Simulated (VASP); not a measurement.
# Au (Im-3m) in VASP: single point with PBEsol

Aim: the single point of Au with PBEsol.

Program: VASP 6.6.1. These are calculated values, not measurements. Logs are shortened: lines on timing, memory, paths and dates and some standing lists are left out, and cuts for length are marked.

## Step 1: The cell of the first run

Symmetry: Im-3m, No. 229, cubic system. The conventional cell has a = 3.243 Å, b = 3.243 Å, c = 3.243 Å, α = 90.00°, β = 90.00°, γ = 90.00°. Within 3.7 Å of Au (site symmetry m-3m) lie 14 Au at 2.81 to 3.24 Å.

## Step 2: Single point, PBEsol

Input file INCAR:

```
SYSTEM = Au
ALGO = Normal ; EDIFF = 1E-7
ENCUT = 520 ; GGA = PS
ISIF = 2 ; ISMEAR = -1
LASPH = .True. ; LCHARG = .False.
LREAL = .False. ; LWAVE = .False.
NBANDS = 12 ; NELM = 100
PREC = Accurate ; SIGMA = 0.1
```

Input file KPOINTS:

```
k-points
0
Gamma
  18 18 18
  0 0 0
```

Input file POSCAR:

```
Au
1.0
   -1.6213365997      1.6213365997      1.6213365997
    1.6213365997     -1.6213365997      1.6213365997
    1.6213365997      1.6213365997     -1.6213365997
Au
1
Direct
    0.0000000000      0.0000000000      0.0000000000
```

Potentials or basis: VASP PAW PBE potentials, release 64 (Au).

The run is started by

```
$ cat potpaw_PBE.64/Au/POTCAR > POTCAR
$ mpirun -np 1 vasp_std > vasp.out
```

OUTCAR:

```text
SYSTEM = Au
   EDIFF = 1E-7
   ENCUT = 520
   GGA = PS
   ISIF = 2
   ISMEAR = -1
   LASPH = .True.
   LREAL = .False.
   NELM = 100
   PREC = Accurate

 ion  position               nearest neighbor table
   1  0.000  0.000  0.000-

  LATTYP: Found a body centered cubic cell.
 ALAT       =     3.2426731994

  Lattice vectors:

 A1 = (  -1.6213365997,   1.6213365997,   1.6213365997)
 A2 = (   1.6213365997,  -1.6213365997,   1.6213365997)
 A3 = (   1.6213365997,   1.6213365997,  -1.6213365997)

Analysis of symmetry for initial positions (statically):
=====================================================================
 Subroutine PRICEL returns:
 Original cell was already a primitive cell.

 Routine SETGRP: Setting up the symmetry group for a
 body centered cubic supercell.

 Subroutine GETGRP returns: Found 48 space group operations
 (whereof 48 operations were pure point group operations)
 out of a pool of 48 trial point group operations.

The static configuration has the point symmetry O_h .

Analysis of symmetry for dynamics (positions and initial velocities):
=====================================================================
 Subroutine PRICEL returns:
 Original cell was already a primitive cell.

 Routine SETGRP: Setting up the symmetry group for a
 body centered cubic supercell.

 Subroutine GETGRP returns: Found 48 space group operations
 (whereof 48 operations were pure point group operations)
 out of a pool of 48 trial point group operations.

The dynamic configuration has the point symmetry O_h .

 Subroutine INISYM returns: Found 48 space group operations
 (whereof 48 operations are pure point group operations),
 and found     1 'primitive' translations

----------------------------------------------------------------------------------------

                                     Primitive cell

  volume of cell :      17.0482

  direct lattice vectors                    reciprocal lattice vectors
    -1.621336600  1.621336600  1.621336600     0.000000000  0.308387537  0.308387537
     1.621336600 -1.621336600  1.621336600     0.308387537  0.000000000  0.308387537
     1.621336600  1.621336600 -1.621336600     0.308387537  0.308387537  0.000000000

  length of vectors
     2.808237367  2.808237367  2.808237367     0.436125837  0.436125837  0.436125837

[... 76 lines left out ...]
   ENCUT  =  520.0 eV  38.22 Ry    6.18 a.u.   5.22  5.22  5.22*2*pi/ulx,y,z
   NELM   =    100;   NELMIN=  2; NELMDL= -5     # of ELM steps
   EDIFF  = 0.1E-06   stopping-criterion for ELM
   LREAL  =      F    real-space projection
   EDIFFG = 0.1E-05   stopping-criterion for IOM
   NSW    =      0    number of steps for IOM
   IBRION =     -1    ionic relax: 0-MD 1-quasi-New 2-CG
   NFREE  =      0    steps in history (QN), initial steepest desc. (CG)
   ISIF   =      2    stress and relaxation
   ISYM   =      2    0-nonsym 1-usesym 2-fastsym
   POTIM  = 0.5000    time-step for ionic-motion
   TEBEG  =    0.0;   TEEND  =   0.0 temperature during run
   PSTRESS=    0.0 pullay stress
   NELECT =      11.0000    total number of electrons
   NUPDOWN=      -1.0000    fix difference up-down
   EMIN   =  10.00;   EMAX   =-10.00  energy-range for DOS
   EFERMI =   0.00;   METHOD = LEGACY
   ISMEAR =    -1;   SIGMA  =   0.10  broadening in eV -4-tet -1-fermi 0-gaus
   EFERMI_NEDOS =   21; number of points for ismear=-14 and -15
   IALGO  =     38    algorithm
   IMIX   =      4    mixing-type and parameters
     AMIX     =   0.40;   BMIX     =  1.00
     AMIX_MAG =   1.60;   BMIX_MAG =  1.00
  volume/ion in A,a.u.               =      17.05       115.05
  Fermi-wavevector in a.u.,A,eV,Ry     =   1.414640  2.673282 27.228058  2.001206
  Thomas-Fermi vector in A             =   2.536161
   LORBIT       =      0    0 simple, 1 ext, 2 COOP (PROOUT), +10 PAW based schemes
   GGA     = PS    functional components
   LHFCALC =     F    Hartree Fock is set to
   AEXX    =    0.0000 exact exchange contribution
   IVDW    =     0    specifies the selected vdW correction
   LEPSILON=     F    determine dielectric tensor
   LRPA    =     F    only Hartree local field effects (RPA)
 non-spin polarized calculation
  energy-cutoff  :      520.00
  volume of cell :       17.05
 maximum number of plane-waves:       472
 NGX is ok and might be reduce to    24
   NGX = 11   NGY = 11   NGZ = 11

 number of electron      11.0000001 magnetization

 Free energy of the ion-electron system (eV)
  ---------------------------------------------------
  ext. energy  EPLUGINS =         0.00000000
  ---------------------------------------------------
  free energy    TOTEN  =        -3.90762695 eV

  energy without entropy =       -3.89988252  energy(sigma->0) =       -3.90375474

 E-fermi :   9.2889     XC(G=0): -12.8852

 val. band max:        9.2541184434   @ k =   0.3889   0.0556   0.0556
 cond. band min:       9.3615201255   @ k =  -0.3333   0.3333   0.3333
 fundamental gap:      0.1074016821
 Fermi energy:         9.2889480078

 k-point     1 :       0.0000    0.0000    0.0000
  band No.  band energies     occupation
      1      -0.6336      2.00000
      2       4.4119      2.00000
      3       4.4119      2.00000
      4       4.4119      2.00000
      5       6.3634      2.00000
      6       6.3634      2.00000
      7      25.7718      0.00000
      8      25.7718      0.00000
      9      25.7718      0.00000
     10      33.5816      0.00000
     11      33.5816      0.00000
     12      33.5816      0.00000
[... 331 lines left out ...]
 k-point    24 :       0.3889    0.1111    0.0000
  band No.  band energies     occupation
      1       2.2822      2.00000
      2       3.4253      2.00000
      3       5.8772      2.00000
      4       6.2252      2.00000
      5       7.0021      2.00000
      6       9.4289      0.39586
      7      13.7592      0.00000
      8      21.0638      0.00000
      9      22.8097      0.00000
     10      30.5921      0.00000
     11      32.1659      0.00000
     12      32.6640      0.00000

 [... further k-points ...]
[... 5 lines left out ...]
  --------------------------------------------------------------------------------------
  -------------------------------------------------------------------------------------
  Total       -0.0321869     -0.0321869     -0.0321869      0.0000000     -0.0000000      0.0000000
  in kB       -3.0248925     -3.0248925     -3.0248925      0.0000000     -0.0000000      0.0000000
  external PRESSURE =      -3.0248925 kB  Pullay stress =       0.0000000 kB

 VOLUME and BASIS-vectors are now :
 -----------------------------------------------------------------------------
  energy-cutoff  :      520.00
  volume of cell :       17.05
      direct lattice vectors                 reciprocal lattice vectors
    -1.621336600  1.621336600  1.621336600     0.000000000  0.308387537  0.308387537
     1.621336600 -1.621336600  1.621336600     0.308387537  0.000000000  0.308387537
     1.621336600  1.621336600 -1.621336600     0.308387537  0.308387537  0.000000000

 POSITION                                       TOTAL-FORCE (eV/Angst)
 -----------------------------------------------------------------------------------
      0.00000      0.00000      0.00000        -0.000000     -0.000000     -0.000000
 -----------------------------------------------------------------------------------
    total drift:                               -0.000000      0.000000      0.000000

  FREE ENERGIE OF THE ION-ELECTRON SYSTEM (eV)
  ---------------------------------------------------
  free  energy   TOTEN  =        -3.9076269502 eV

  energy  without entropy=       -3.8998825244  energy(sigma->0) =       -3.90375474
```

OSZICAR:

```text
N       E                     dE             d eps       ncg     rms          rms(c)
DAV:   1     0.489226848830E+02    0.48923E+02   -0.55629E+03  4832   0.816E+02
DAV:   2    -0.355137861559E+01   -0.52474E+02   -0.49439E+02  5636   0.186E+02
DAV:   3    -0.425882938834E+01   -0.70745E+00   -0.70686E+00  5560   0.208E+01
DAV:   4    -0.426108718525E+01   -0.22578E-02   -0.22577E-02  5376   0.137E+00
DAV:   5    -0.426110319726E+01   -0.16012E-04   -0.16012E-04  5552   0.110E-01    0.926E+00
DAV:   6    -0.393396155937E+01    0.32714E+00   -0.90838E-01  5060   0.754E+00    0.576E+00
DAV:   7    -0.391078087972E+01    0.23181E-01   -0.72421E-02  5492   0.212E+00    0.286E+00
DAV:   8    -0.390764183387E+01    0.31390E-02   -0.15510E-03  5224   0.366E-01    0.305E-01
DAV:   9    -0.390762368443E+01    0.18149E-04   -0.94843E-06  5208   0.269E-02    0.109E-02
DAV:  10    -0.390762694658E+01   -0.32622E-05   -0.11704E-06  5348   0.877E-03    0.229E-03
DAV:  11    -0.390762695023E+01   -0.36483E-08   -0.56815E-08  3504   0.195E-03
   1 F= -.39076270E+01 E0= -.39037547E+01  d E =-.774443E-02
```

stdout:

```text
POSCAR found type information on POSCAR Au
 POSCAR found :  1 types and       1 ions
 scaLAPACK will be used
 -----------------------------------------------------------------------------
|                                                                             |
|                                                                             |
|     You enforced a specific xc type in the INCAR file but a different       |
|     I HOPE YOU KNOW WHAT YOU ARE DOING!                                     |
|                                                                             |
 -----------------------------------------------------------------------------

 LDA part: xc-table for (Slater+PW92), standard interpolation
 POSCAR, INCAR and KPOINTS ok, starting setup
 FFT: planning ... GRIDC
 FFT: planning ... GRID_SOFT
 FFT: planning ... GRID
 WAVECAR not read
 entering main loop
```

Wall time 20 s (1 thread of Intel Xeon Platinum 8488C (Sapphire Rapids), shared host); peak memory 0.17 GiB.

What came out:

- Free energy: -3.9076 eV
- Pressure: -0.3 GPa

Levels at points of the mesh, in eV from the Fermi level:
| k point | band 4 | band 5 | band 6 | band 7 | band 8 | band 9 |
| --- | --- | --- | --- | --- | --- | --- |
| (0.00, 0.00, 0.00) | -4.88 | -2.93 | -2.93 | 16.48 | 16.48 | 16.48 |
| (0.50, 0.00, 0.00) | -2.72 | -1.37 | -0.71 | 3.54 | 12.33 | 13.87 |
| (0.50, 0.50, 0.50) | -1.76 | -1.76 | 6.24 | 6.24 | 6.24 | 9.68 |

Caveat: the PAW data sets were made with another functional, which shifts forces and pressure a little; spin-orbit coupling is left out, which moves the levels of the heavy elements.
